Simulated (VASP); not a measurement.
# ZnSe (F-43m) in VASP: single point with r2SCAN

Aim: the single point of ZnSe with r2SCAN.

All numbers are computed with VASP 6.6.1; they aren't measurements. Logs are shortened: lines on timing, memory, paths and dates and some standing lists are left out, and cuts for length are marked.

### 1 The cell of the first run

It takes space group F-43m (No. 216, cubic). The conventional cell has a = 5.668 Å, b = 5.668 Å, c = 5.668 Å, α = 90.00°, β = 90.00°, γ = 90.00°. Within 3.2 Å of Zn (site symmetry -43m) lie 4 Se at 2.45 Å. Se (site symmetry -43m) has 4 Zn at 2.45 Å within 3.2 Å.

### 2 Single point, r2SCAN

The input, POSCAR:

```
ZnSe
1.0
    5.6676000000      0.0000000000      0.0000000000
    0.0000000000     -5.6676000000      0.0000000000
    0.0000000000      0.0000000000     -5.6676000000
Zn Se
4 4
Direct
    0.0000000000      0.5000000000      0.5000000000
    0.5000000000      0.0000000000      0.5000000000
    0.5000000000      0.5000000000      0.0000000000
    0.0000000000      0.0000000000      0.0000000000
    0.7500000000      0.7500000000      0.7500000000
    0.2500000000      0.2500000000      0.7500000000
    0.2500000000      0.7500000000      0.2500000000
    0.7500000000      0.2500000000      0.2500000000
```

The input, INCAR.step1:

```
SYSTEM = ZnSe
PREC = Accurate ; ENCUT = 520
ISMEAR = 0 ; SIGMA = 0.05
LREAL = .False. ; LASPH = .True.
NELM = 80 ; NBANDS = 46
GGA = PE ; ALGO = Normal
EDIFF = 1E-4 ; LWAVE = .True.
LCHARG = .False.
```

The input, INCAR.step2:

```
SYSTEM = ZnSe
PREC = Accurate ; ENCUT = 520
EDIFF = 1E-7 ; ISMEAR = 0
SIGMA = 0.05 ; LREAL = .False.
LASPH = .True. ; NELM = 80
ALGO = Normal ; ISIF = 2
LWAVE = .False. ; LCHARG = .True.
METAGGA = R2SCAN ; LMIXTAU = .True.
LELF = .True. ; LVHAR = .True.
NBANDS = 46 ; ISTART = 1
```

The input, KPOINTS:

```
Automatic mesh
0
Gamma
  6 6 6
  0 0 0
```

Potentials or basis: VASP PAW PBE potentials, release 64 (Zn, Se).

Launch:

```console
$ cat potpaw_PBE.64/Zn/POTCAR potpaw_PBE.64/Se/POTCAR > POTCAR
$ cp INCAR.step1 INCAR
$ mpirun -np 1 vasp_std > vasp.out
$ cp INCAR.step2 INCAR
$ mpirun -np 1 vasp_std > vasp.out
```

OUTCAR:

```text
SYSTEM = ZnSe
   PREC = Accurate
   ENCUT = 520
   EDIFF = 1E-7
   ISMEAR = 0
   LREAL = .False.
   LASPH = .True.
   NELM = 80
   ISIF = 2
   METAGGA = R2SCAN
   ISTART = 1

 ion  position               nearest neighbor table
   1  0.000  0.500  0.500-   5 2.45   6 2.45   7 2.45   8 2.45
   2  0.500  0.000  0.500-   5 2.45   6 2.45   7 2.45   8 2.45
   3  0.500  0.500  0.000-   5 2.45   6 2.45   7 2.45   8 2.45
   4  0.000  0.000  0.000-   5 2.45   6 2.45   7 2.45   8 2.45
   5  0.750  0.750  0.750-   1 2.45   2 2.45   3 2.45   4 2.45
   6  0.250  0.250  0.750-   1 2.45   2 2.45   3 2.45   4 2.45
   7  0.250  0.750  0.250-   1 2.45   2 2.45   3 2.45   4 2.45
   8  0.750  0.250  0.250-   1 2.45   2 2.45   3 2.45   4 2.45

  LATTYP: Found a simple cubic cell.
 ALAT       =     5.6676000000

  Lattice vectors:

 A1 = (   5.6676000000,   0.0000000000,   0.0000000000)
 A2 = (   0.0000000000,  -5.6676000000,   0.0000000000)
 A3 = (   0.0000000000,   0.0000000000,  -5.6676000000)

Analysis of symmetry for initial positions (statically):
=====================================================================
 Subroutine PRICEL returns following result:

  LATTYP: Found a face centered cubic cell.
 ALAT       =     5.6676000000

  Lattice vectors:

 A1 = (   2.8338000000,   2.8338000000,   0.0000000000)
 A2 = (   2.8338000000,   0.0000000000,  -2.8338000000)
 A3 = (   0.0000000000,   2.8338000000,  -2.8338000000)

   4 primitive cells build up your supercell.

 Routine SETGRP: Setting up the symmetry group for a
 simple cubic supercell.

 Subroutine GETGRP returns: Found 24 space group operations
 (whereof 24 operations were pure point group operations)
 out of a pool of 48 trial point group operations.

The static configuration has the point symmetry T_d .

Analysis of symmetry for dynamics (positions and initial velocities):
=====================================================================
 Subroutine PRICEL returns following result:

  LATTYP: Found a face centered cubic cell.
 ALAT       =     5.6676000000

  Lattice vectors:

 A1 = (   2.8338000000,   2.8338000000,   0.0000000000)
 A2 = (   2.8338000000,   0.0000000000,  -2.8338000000)
 A3 = (   0.0000000000,   2.8338000000,  -2.8338000000)

   4 primitive cells build up your supercell.

 Routine SETGRP: Setting up the symmetry group for a
 simple cubic supercell.
[... 101 lines left out ...]
   LREAL  =      F    real-space projection
   EDIFFG = 0.1E-05   stopping-criterion for IOM
   NSW    =      0    number of steps for IOM
   IBRION =     -1    ionic relax: 0-MD 1-quasi-New 2-CG
   NFREE  =      0    steps in history (QN), initial steepest desc. (CG)
   ISIF   =      2    stress and relaxation
   ISYM   =      2    0-nonsym 1-usesym 2-fastsym
   POTIM  = 0.5000    time-step for ionic-motion
   TEBEG  =    0.0;   TEEND  =   0.0 temperature during run
   PSTRESS=    0.0 pullay stress
   NELECT =      72.0000    total number of electrons
   NUPDOWN=      -1.0000    fix difference up-down
   EMIN   =  10.00;   EMAX   =-10.00  energy-range for DOS
   EFERMI =   0.00;   METHOD = LEGACY
   ISMEAR =     0;   SIGMA  =   0.05  broadening in eV -4-tet -1-fermi 0-gaus
   EFERMI_NEDOS =   21; number of points for ismear=-14 and -15
   IALGO  =     38    algorithm
   IMIX   =      4    mixing-type and parameters
     AMIX     =   0.40;   BMIX     =  1.00
     AMIX_MAG =   1.60;   BMIX_MAG =  1.00
  volume/ion in A,a.u.               =      22.76       153.57
  Fermi-wavevector in a.u.,A,eV,Ry     =   1.201673  2.270834 19.647073  1.444019
  Thomas-Fermi vector in A             =   2.337476
   LORBIT       =      0    0 simple, 1 ext, 2 COOP (PROOUT), +10 PAW based schemes
   METAGGA = R2SCAN    functional components
   LHFCALC =     F    Hartree Fock is set to
   AEXX    =    0.0000 exact exchange contribution
   IVDW    =     0    specifies the selected vdW correction
   LEPSILON=     F    determine dielectric tensor
   LRPA    =     F    only Hartree local field effects (RPA)
 non-spin polarized calculation
 Gauss-broadening in eV      SIGMA  =   0.05
  energy-cutoff  :      520.00
  volume of cell :      182.05
 maximum number of plane-waves:      4945
   NGX = 21   NGY = 21   NGZ = 21

 number of electron      72.0000079 magnetization

 Free energy of the ion-electron system (eV)
  ---------------------------------------------------
  ext. energy  EPLUGINS =         0.00000000
  ---------------------------------------------------
  free energy    TOTEN  =       -99.63574429 eV

  energy without entropy =      -99.63574429  energy(sigma->0) =      -99.63574429

 E-fermi :   1.5294     XC(G=0):  -9.9204

 val. band max:        1.2974876158   @ k =   0.0000   0.0000   0.0000
 cond. band min:       3.1643240085   @ k =   0.0000   0.0000   0.0000
 fundamental gap:      1.8668363927
 Fermi energy:         1.5294381652

 k-point     1 :       0.0000    0.0000    0.0000
  band No.  band energies     occupation
      1     -12.4161      2.00000
      2     -11.3237      2.00000
      3     -11.3237      2.00000
      4     -11.3237      2.00000
      5      -5.3969      2.00000
      6      -5.3969      2.00000
[... 969 lines left out ...]
     45       8.1629      0.00000
     46       8.1629      0.00000

------------------------ aborting loop because EDIFF is reached ----------------------------------------

  FORCE on cell =-STRESS in cart. coord.  units (eV):
  Direction    XX          YY          ZZ          XY          YZ          ZX
  --------------------------------------------------------------------------------------
  -------------------------------------------------------------------------------------
  Total        0.0852299      0.0852299      0.0852299      0.0000000      0.0000000      0.0000000
  in kB        0.7500752      0.7500752      0.7500752      0.0000000      0.0000000      0.0000000
  external PRESSURE =       0.7500752 kB  Pullay stress =       0.0000000 kB

 VOLUME and BASIS-vectors are now :
 -----------------------------------------------------------------------------
  energy-cutoff  :      520.00
  volume of cell :      182.05
      direct lattice vectors                 reciprocal lattice vectors
     5.667600000  0.000000000  0.000000000     0.176441527  0.000000000  0.000000000
     0.000000000 -5.667600000  0.000000000     0.000000000 -0.176441527  0.000000000
     0.000000000  0.000000000 -5.667600000     0.000000000  0.000000000 -0.176441527

 POSITION                                       TOTAL-FORCE (eV/Angst)
 -----------------------------------------------------------------------------------
      0.00000     -2.83380     -2.83380         0.000000     -0.000000      0.000000
      2.83380      0.00000     -2.83380        -0.000000     -0.000000     -0.000000
      2.83380     -2.83380      0.00000         0.000000      0.000000     -0.000000
      0.00000      0.00000      0.00000        -0.000000     -0.000000     -0.000000
      4.25070     -4.25070     -4.25070         0.000000      0.000000     -0.000000
      1.41690     -1.41690     -4.25070        -0.000000      0.000000     -0.000000
      1.41690     -4.25070     -1.41690        -0.000000     -0.000000     -0.000000
      4.25070     -1.41690     -1.41690         0.000000      0.000000     -0.000000
 -----------------------------------------------------------------------------------
    total drift:                                0.000000     -0.000000      0.000000

  FREE ENERGIE OF THE ION-ELECTRON SYSTEM (eV)
  ---------------------------------------------------
  free  energy   TOTEN  =       -99.6357442895 eV

  energy  without entropy=      -99.6357442895  energy(sigma->0) =      -99.63574429
```

OUTCAR.step1:

```text
SYSTEM = ZnSe
   PREC = Accurate
   ENCUT = 520
   ISMEAR = 0
   LREAL = .False.
   LASPH = .True.
   NELM = 80
[... 1224 lines left out ...]
      1.41690     -1.41690     -4.25070         0.000000     -0.000000     -0.000000
      1.41690     -4.25070     -1.41690         0.000000      0.000000     -0.000000
      4.25070     -1.41690     -1.41690         0.000000     -0.000000     -0.000000
 -----------------------------------------------------------------------------------
    total drift:                                0.000000     -0.000000      0.000000

  FREE ENERGIE OF THE ION-ELECTRON SYSTEM (eV)
  ---------------------------------------------------
  free  energy   TOTEN  =       -24.0835909800 eV

  energy  without entropy=      -24.0835909800  energy(sigma->0) =      -24.08359098
```

OSZICAR.step1:

```text
N       E                     dE             d eps       ncg     rms          rms(c)
DAV:   1     0.567800886034E+03    0.56780E+03   -0.32838E+04  1840   0.180E+03
DAV:   2     0.488678467749E+02   -0.51893E+03   -0.49974E+03  1840   0.417E+02
DAV:   3    -0.221454826552E+02   -0.71013E+02   -0.69957E+02  2040   0.144E+02
DAV:   4    -0.252089431216E+02   -0.30635E+01   -0.30532E+01  2164   0.293E+01
DAV:   5    -0.252349520243E+02   -0.26009E-01   -0.26001E-01  2076   0.269E+00    0.952E+00
DAV:   6    -0.241008160132E+02    0.11341E+01   -0.27407E+00  2590   0.330E+01    0.730E+00
DAV:   7    -0.240853765441E+02    0.15439E-01   -0.19038E+00  1984   0.578E+00    0.280E+00
DAV:   8    -0.240823550308E+02    0.30215E-02   -0.62686E-02  2122   0.270E+00    0.963E-01
DAV:   9    -0.240831128929E+02   -0.75786E-03   -0.15204E-02  2222   0.158E+00    0.163E-01
DAV:  10    -0.240832987481E+02   -0.18586E-03   -0.16697E-03  2130   0.460E-01    0.864E-02
DAV:  11    -0.240835794526E+02   -0.28070E-03   -0.55522E-04  1730   0.109E-01    0.248E-02
DAV:  12    -0.240835909800E+02   -0.11527E-04   -0.22765E-05  1130   0.699E-02
   1 F= -.24083591E+02 E0= -.24083591E+02  d E =-.164669E-16
```

Wall time 19 min (1 thread of AMD EPYC 7R43 (Zen 3), shared host); peak memory 0.31 GiB.

Results:

```
Free energy            : -99.6357 eV
Pressure               : 0.1 GPa
Band gap on the k mesh : 1.87 eV
```

Levels at points of the mesh, in eV from the valence-band top:
| k point | band 32 | band 33 | band 34 | band 35 | band 36 | band 37 | band 38 | band 39 | band 40 | band 41 |
| --- | --- | --- | --- | --- | --- | --- | --- | --- | --- | --- |
| (0.00, 0.00, 0.00) | -2.23 | -2.23 | 0.00 | 0.00 | 0.00 | 1.87 | 3.34 | 3.34 | 3.34 | 3.87 |
| (0.50, 0.00, 0.00) | -2.70 | -1.27 | -1.27 | -1.27 | -1.27 | 4.37 | 4.37 | 4.50 | 4.50 | 5.83 |
| (0.50, 0.50, 0.00) | -2.57 | -0.92 | -0.92 | -0.92 | -0.92 | 4.66 | 4.66 | 4.66 | 4.66 | 6.84 |
| (0.50, 0.50, 0.50) | -0.88 | -0.88 | -0.88 | -0.88 | -0.88 | 3.05 | 3.05 | 3.05 | 3.05 | 6.87 |

Caveat: the PAW data sets were made with another functional, which shifts forces and pressure a little.
